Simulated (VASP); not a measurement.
# Li (Pm-3m) in VASP: notebook

Li is run at these levels: PBE; tasks: single point.

Program: VASP 6.6.1. These are calculated values, not measurements. Logs are shortened: lines on timing, memory, paths and dates and some standing lists are left out, and cuts for length are marked.

### Step 1. The cell of the first run

Symmetry: Pm-3m, No. 221, cubic system. The conventional cell has a = 5.991 Å, b = 5.991 Å, c = 5.991 Å, α = 90.00°, β = 90.00°, γ = 90.00°.

This isn't the form of Li at room conditions, which is bcc.

### Step 2. Single point, PBE (Na replaced by Li, lengths x 0.863, strained)

Input file INCAR:

```
SYSTEM = Li
PREC = Accurate ; ENCUT = 520
EDIFF = 1E-6 ; ISMEAR = 0
SIGMA = 0.1 ; LREAL = .FALSE.
LASPH = .TRUE. ; NELM = 100
ALGO = Fast ; ISIF = 2
LWAVE = .FALSE. ; LCHARG = .FALSE.
GGA = PE ; NBANDS = 8
```

Input file KPOINTS:

```
regular mesh
0
G
  8 8 8
  0 0 0
```

Input file POSCAR:

```
Li
1.0
    5.9911365470      0.0000000000      0.0000000000
    0.0000000000      5.9911365470      0.0000000000
    0.0000000000      0.0000000000      5.9911365470
Li
1
Direct
    0.0000000000      0.0000000000      0.0000000000
```

Potentials or basis: VASP PAW PBE potentials, release 64 (Li_sv).

Started as:

```sh
$ cat potpaw_PBE.64/Li_sv/POTCAR > POTCAR
$ mpirun -np 1 vasp_std > vasp.out
```

OUTCAR:

```text
SYSTEM = Li
   PREC = Accurate
   ENCUT = 520
   EDIFF = 1E-6
   ISMEAR = 0
   LREAL = .FALSE.
   LASPH = .TRUE.
   NELM = 100
   ISIF = 2
   GGA = PE

 ion  position               nearest neighbor table
   1  0.000  0.000  0.000-

  LATTYP: Found a simple cubic cell.
 ALAT       =     5.9911365470

  Lattice vectors:

 A1 = (   5.9911365470,   0.0000000000,   0.0000000000)
 A2 = (   0.0000000000,   5.9911365470,   0.0000000000)
 A3 = (   0.0000000000,   0.0000000000,   5.9911365470)

Analysis of symmetry for initial positions (statically):
=====================================================================
 Subroutine PRICEL returns:
 Original cell was already a primitive cell.

 Routine SETGRP: Setting up the symmetry group for a
 simple cubic supercell.

 Subroutine GETGRP returns: Found 48 space group operations
 (whereof 48 operations were pure point group operations)
 out of a pool of 48 trial point group operations.

The static configuration has the point symmetry O_h .

Analysis of symmetry for dynamics (positions and initial velocities):
=====================================================================
 Subroutine PRICEL returns:
 Original cell was already a primitive cell.

 Routine SETGRP: Setting up the symmetry group for a
 simple cubic supercell.

 Subroutine GETGRP returns: Found 48 space group operations
 (whereof 48 operations were pure point group operations)
 out of a pool of 48 trial point group operations.

The dynamic configuration has the point symmetry O_h .

 Subroutine INISYM returns: Found 48 space group operations
 (whereof 48 operations are pure point group operations),
 and found     1 'primitive' translations

----------------------------------------------------------------------------------------

                                     Primitive cell

  volume of cell :     215.0442

  direct lattice vectors                    reciprocal lattice vectors
     5.991136547  0.000000000  0.000000000     0.166913238  0.000000000  0.000000000
     0.000000000  5.991136547  0.000000000     0.000000000  0.166913238  0.000000000
     0.000000000  0.000000000  5.991136547     0.000000000  0.000000000  0.166913238

  length of vectors
     5.991136547  5.991136547  5.991136547     0.166913238  0.166913238  0.166913238

  position of ions in fractional coordinates (direct lattice)
     0.000000000  0.000000000  0.000000000

  ion indices of the primitive-cell ions
   primitive index   ion index
                 1           1

----------------------------------------------------------------------------------------

 KPOINTS: regular mesh

Automatic generation of k-mesh.
 Grid dimensions read from file:
 generate k-points for:    8    8    8

 Generating k-lattice:

  Cartesian coordinates                     Fractional coordinates (reciprocal lattice)
     0.020864155  0.000000000  0.000000000     0.125000000  0.000000000  0.000000000
     0.000000000  0.020864155  0.000000000     0.000000000  0.125000000  0.000000000
     0.000000000  0.000000000  0.020864155     0.000000000  0.000000000  0.125000000

  Length of vectors
     0.020864155  0.020864155  0.020864155

  Shift w.r.t. Gamma in fractional coordinates (k-lattice)
     0.000000000  0.000000000  0.000000000

 Subroutine IBZKPT returns following result:
 ===========================================

 Found     35 irreducible k-points:

 Following reciprocal coordinates:
            Coordinates               Weight
  0.000000  0.000000  0.000000      1.000000
  0.125000  0.000000  0.000000      6.000000
  0.250000  0.000000  0.000000      6.000000
  0.375000  0.000000  0.000000      6.000000
  0.500000  0.000000  0.000000      3.000000
  0.125000  0.125000  0.000000     12.000000
[... 16 lines left out ...]
  0.375000  0.375000  0.125000     24.000000
  0.500000  0.375000  0.125000     24.000000
 [... further k-points ...]
   k-points           NKPTS =     35   k-points in BZ     NKDIM =     35   number of bands    NBANDS=      8
   number of dos      NEDOS =    301   number of ions     NIONS =      1
   total plane-waves  NPLWV = 110592
   dimension x,y,z NGX =    48 NGY =   48 NGZ =   48
   dimension x,y,z NGXF=    96 NGYF=   96 NGZF=   96
   ions per type =               1
   NGX,Y,Z   is equivalent  to a cutoff of  13.32, 13.32, 13.32 a.u.
   NGXF,Y,Z  is equivalent  to a cutoff of  26.64, 26.64, 26.64 a.u.
 SYSTEM =  Li
   PREC   = accura    normal or accurate (medium, high low for compatibility)
   ISTART =      0    job   : 0-new  1-cont  2-samecut
   ICHARG =      2    charge: 1-file 2-atom 10-const
   ISPIN  =      1    spin polarized calculation?
   LNONCOLLINEAR =      F non collinear calculations
   LSORBIT =      F    spin-orbit coupling
   LASPH  =      T    aspherical Exc in radial PAW
   ENCUT  =  520.0 eV  38.22 Ry    6.18 a.u.  11.14 11.14 11.14*2*pi/ulx,y,z
   NELM   =    100;   NELMIN=  2; NELMDL= -5     # of ELM steps
   EDIFF  = 0.1E-05   stopping-criterion for ELM
   LREAL  =      F    real-space projection
   EDIFFG = 0.1E-04   stopping-criterion for IOM
   NSW    =      0    number of steps for IOM
   IBRION =     -1    ionic relax: 0-MD 1-quasi-New 2-CG
   NFREE  =      0    steps in history (QN), initial steepest desc. (CG)
   ISIF   =      2    stress and relaxation
   ISYM   =      2    0-nonsym 1-usesym 2-fastsym
   POTIM  = 0.5000    time-step for ionic-motion
   TEBEG  =    0.0;   TEEND  =   0.0 temperature during run
   PSTRESS=    0.0 pullay stress
   NELECT =       3.0000    total number of electrons
   NUPDOWN=      -1.0000    fix difference up-down
   EMIN   =  10.00;   EMAX   =-10.00  energy-range for DOS
   EFERMI =   0.00;   METHOD = LEGACY
   ISMEAR =     0;   SIGMA  =   0.10  broadening in eV -4-tet -1-fermi 0-gaus
   EFERMI_NEDOS =   21; number of points for ismear=-14 and -15
   IALGO  =     68    algorithm
   IMIX   =      4    mixing-type and parameters
     AMIX     =   0.40;   BMIX     =  1.00
     AMIX_MAG =   1.60;   BMIX_MAG =  1.00
  volume/ion in A,a.u.               =     215.04      1451.19
  Fermi-wavevector in a.u.,A,eV,Ry     =   0.394100  0.744740  2.113182  0.155315
  Thomas-Fermi vector in A             =   1.338619
   LORBIT       =      0    0 simple, 1 ext, 2 COOP (PROOUT), +10 PAW based schemes
   GGA     = PE    functional components
   LHFCALC =     F    Hartree Fock is set to
   AEXX    =    0.0000 exact exchange contribution
   IVDW    =     0    specifies the selected vdW correction
   LEPSILON=     F    determine dielectric tensor
   LRPA    =     F    only Hartree local field effects (RPA)
 non-spin polarized calculation
 RMM-DIIS sequential band-by-band and
 Gauss-broadening in eV      SIGMA  =   0.10
  energy-cutoff  :      520.00
  volume of cell :      215.04
 maximum number of plane-waves:      5832
 NGX is ok and might be reduce to    48
   NGX = 23   NGY = 23   NGZ = 23

 number of electron       3.0000010 magnetization

 Free energy of the ion-electron system (eV)
  ---------------------------------------------------
  ext. energy  EPLUGINS =         0.00000000
  ---------------------------------------------------
  free energy    TOTEN  =        -0.30959969 eV

  energy without entropy =       -0.29757917  energy(sigma->0) =       -0.30358943

 E-fermi :  -2.3539     XC(G=0):  -2.8784

 val. band max:       -2.3762549142   @ k =   0.3750   0.2500   0.1250
 cond. band min:      -2.2992205667   @ k =   0.5000   0.2500   0.0000
 fundamental gap:      0.0770343476
 Fermi energy:        -2.3539171378

 k-point     1 :       0.0000    0.0000    0.0000
  band No.  band energies     occupation
      1     -51.6482      2.00000
      2      -3.0254      2.00000
      3       0.3050      0.00000
      4       0.3050      0.00000
      5       0.3050      0.00000
      6       1.4528      0.00000
      7       1.8116      0.00000
      8       1.8116      0.00000

 k-point     2 :       0.1250    0.0000    0.0000
  band No.  band energies     occupation
      1     -51.6483      2.00000
      2      -2.9740      2.00000
      3      -0.0837      0.00000
      4       0.3377      0.00000
      5       0.3377      0.00000
      6       1.5634      0.00000
      7       1.8687      0.00000
      8       2.1975      0.00000

 k-point     3 :       0.2500    0.0000    0.0000
  band No.  band energies     occupation
      1     -51.6483      2.00000
      2      -2.8266      2.00000
      3      -0.7054      0.00000
      4       0.4236      0.00000
      5       0.4236      0.00000
      6       1.7375      0.00000
      7       2.0336      0.00000
      8       2.7676      0.00000

 k-point     4 :       0.3750    0.0000    0.0000
  band No.  band energies     occupation
      1     -51.6483      2.00000
      2      -2.6181      1.99981
      3      -1.2306      0.00000
      4       0.5222      0.00000
      5       0.5222      0.00000
      6       1.9952      0.00000
      7       2.2704      0.00000
      8       2.6928      0.00000

 k-point     5 :       0.5000    0.0000    0.0000
  band No.  band energies     occupation
      1     -51.6482      2.00000
      2      -2.4891      1.94415
      3      -1.4681      0.00000
      4       0.5680      0.00000
      5       0.5680      0.00000
      6       2.3134      0.00000
      7       2.3531      0.00000
      8       2.4211      0.00000
[... 177 lines left out ...]
 k-point    22 :       0.5000    0.2500    0.1250
  band No.  band energies     occupation
      1     -51.6483      2.00000
      2      -2.2508      0.14476
      3      -1.2324      0.00000
      4      -0.2515      0.00000
      5       0.3859      0.00000
      6       1.3067      0.00000
      7       2.3399      0.00000
      8       2.7695      0.00000

 k-point    23 :       0.3750    0.3750    0.1250
  band No.  band energies     occupation
      1     -51.6483      2.00000
      2      -2.1759      0.01182
      3      -0.8400      0.00000
      4      -0.8153      0.00000
      5       0.4369      0.00000
      6       0.9931      0.00000
      7       2.5120      0.00000
      8       2.7634      0.00000

 k-point    24 :       0.5000    0.3750    0.1250
  band No.  band energies     occupation
      1     -51.6483      2.00000
      2      -2.0530      0.00002
      3      -1.0525      0.00000
      4      -0.7338      0.00000
      5       0.4905      0.00000
      6       0.7859      0.00000
      7       2.5319      0.00000
      8       2.7292      0.00000

 [... further k-points ...]
[... 5 lines left out ...]
  --------------------------------------------------------------------------------------
  -------------------------------------------------------------------------------------
  Total       -0.4907033     -0.4907033     -0.4907033      0.0000000      0.0000000      0.0000000
  in kB       -3.6559636     -3.6559636     -3.6559636      0.0000000      0.0000000      0.0000000
  external PRESSURE =      -3.6559636 kB  Pullay stress =       0.0000000 kB

 VOLUME and BASIS-vectors are now :
 -----------------------------------------------------------------------------
  energy-cutoff  :      520.00
  volume of cell :      215.04
      direct lattice vectors                 reciprocal lattice vectors
     5.991136547  0.000000000  0.000000000     0.166913238  0.000000000  0.000000000
     0.000000000  5.991136547  0.000000000     0.000000000  0.166913238  0.000000000
     0.000000000  0.000000000  5.991136547     0.000000000  0.000000000  0.166913238

 POSITION                                       TOTAL-FORCE (eV/Angst)
 -----------------------------------------------------------------------------------
      0.00000      0.00000      0.00000         0.000000      0.000000      0.000000
 -----------------------------------------------------------------------------------
    total drift:                                0.000000      0.000000     -0.000000

  FREE ENERGIE OF THE ION-ELECTRON SYSTEM (eV)
  ---------------------------------------------------
  free  energy   TOTEN  =        -0.3095996932 eV

  energy  without entropy=       -0.2975791727  energy(sigma->0) =       -0.30358943
```

Wall time 41 s (1 thread of Intel Xeon Platinum 8488C (Sapphire Rapids), shared host); peak memory 0.3 GiB.

What came out:

```
Free energy            : -0.3096 eV
Band gap on the k mesh : zero (an odd number of electrons rules out a gap without spin polarisation)
```

Caveat: the cell differs from its parent crystal (Na replaced by Li, lengths x 0.863, strained); the cutoff is under 1.25 times the usual one of these potentials, so pressure, stress and relaxed cells hold a basis-set (Pulay) error.

### Step 3. Single point, PBE (Na replaced by Li, lengths x 0.863, strained)

Input file INCAR:

```
PREC     = Accurate       # precision mode
ENCUT    = 520            # plane-wave cutoff, eV
EDIFF    = 1E-7           # SCF threshold, eV
ISMEAR   = 0              # smearing method
SIGMA    = 0.1            # smearing width, eV
LREAL    = F              # projectors in reciprocal space
LASPH    = T              # aspherical terms in the spheres
NELM     = 60             # most SCF steps
ALGO     = Normal         # electronic algorithm
ISIF     = 2              # what is computed and relaxed
LWAVE    = F              # write WAVECAR
LCHARG   = T              # write CHGCAR
GGA      = PE             # functional
LELF     = T              # ELF
LVHAR    = T            
NBANDS   = 8              # bands
```

Input file KPOINTS:

```
regular mesh
0
Gamma
  4 4 4
```

Input file POSCAR:

```
Li
1.0
    6.3378148432      0.0000000000      0.0000000000
    0.0000000000      6.3378148432      0.0000000000
    0.0000000000      0.0000000000      6.3378148432
Li
1
Direct
    0.0000000000      0.0000000000      0.0000000000
```

Potentials or basis: VASP PAW PBE potentials, release 64 (Li_sv).

Started as:

```sh
$ cat potpaw_PBE.64/Li_sv/POTCAR > POTCAR
$ mpirun -np 1 vasp_std > vasp.out
```

It took 9.8 s on 1 thread of Intel Xeon 6975P-C (Granite Rapids), shared host; peak memory 0.3 GiB.

It converged, with:

```
Free energy            : -0.2391 eV
Band gap on the k mesh : zero (an odd number of electrons rules out a gap without spin polarisation)
```

Levels at points of the mesh, in eV from the Fermi level:
```tsv
k point	band 1	band 2	band 3	band 4	band 5	band 6
(0.00, 0.00, 0.00)	-49.27	-0.53	2.47	2.47	2.47	3.52
(0.50, 0.00, 0.00)	-49.27	-0.12	1.01	2.68	2.68	4.28
(0.50, 0.50, 0.00)	-49.27	0.27	1.39	1.39	2.85	2.90
(0.50, 0.50, 0.50)	-49.27	0.63	1.71	1.71	1.71	3.52
```

Caveat: the cell differs from its parent crystal (Na replaced by Li, lengths x 0.863, strained); the cutoff is under 1.25 times the usual one of these potentials, so pressure, stress and relaxed cells hold a basis-set (Pulay) error.

### Step 4. Single point, PBE (Na replaced by Li, lengths x 0.863, strained)

Input file INCAR:

```
SYSTEM = Li
  PREC = Accurate
  ENCUT = 520
  EDIFF = 1E-6
  ISMEAR = 0
  SIGMA = 0.1
  LREAL = .FALSE.
  LASPH = .TRUE.
  NELM = 100
  ALGO = Fast
  ISIF = 2
  LWAVE = .FALSE.
  LCHARG = .FALSE.
  GGA = PE
  NBANDS = 8
```

Input file KPOINTS:

```
Automatic mesh
0
G
  8 8 8
  0 0 0
```

POSCAR is that of step 3.

Started as:

```sh
$ cat potpaw_PBE.64/Li_sv/POTCAR > POTCAR
$ mpirun -np 1 vasp_std > vasp.out
```

Wall time 27 s (1 thread of Intel Xeon 6975P-C (Granite Rapids), shared host); peak memory 0.32 GiB.

The run converged. Its results:

* Free energy: -0.2375 eV
* Band gap on the k mesh: zero (an odd number of electrons rules out a gap without spin polarisation)

Levels at points of the mesh, in eV from the Fermi level:
```
           k point  band 1  band 2  band 3  band 4  band 5  band 6
(0.00, 0.00, 0.00)  -49.26   -0.53    2.47    2.47    2.47    3.53
(0.50, 0.00, 0.00)  -49.26   -0.12    1.02    2.68    2.68    4.29
(0.50, 0.50, 0.00)  -49.26    0.27    1.39    1.39    2.85    2.91
(0.50, 0.50, 0.50)  -49.26    0.63    1.71    1.71    1.71    3.52
```

Caveat: the cell differs from its parent crystal (Na replaced by Li, lengths x 0.863, strained); the cutoff is under 1.25 times the usual one of these potentials, so pressure, stress and relaxed cells hold a basis-set (Pulay) error.

### Step 5. Summary

| cell | k mesh | gap on the mesh (eV) |
| --- | --- | --- |
| a = 5.991 Å, 1 atom | 8 × 8 × 8 | none |
| a = 6.338 Å, 1 atom | 4 × 4 × 4 | none |
| a = 6.338 Å, 1 atom | 8 × 8 × 8 | none |

Alike in all rows: task single point; level PBE; potentials or basis VASP PAW PBE potentials, release 64 (Li_sv); no spin polarisation; cutoff (eV) 520; smearing gaussian 0.1 eV.

Caveats: the cutoff is under 1.25 times the usual one of these potentials, so pressure, stress and relaxed cells hold a basis-set (Pulay) error.

Absolute energies hang on the potentials; compare differences alone.
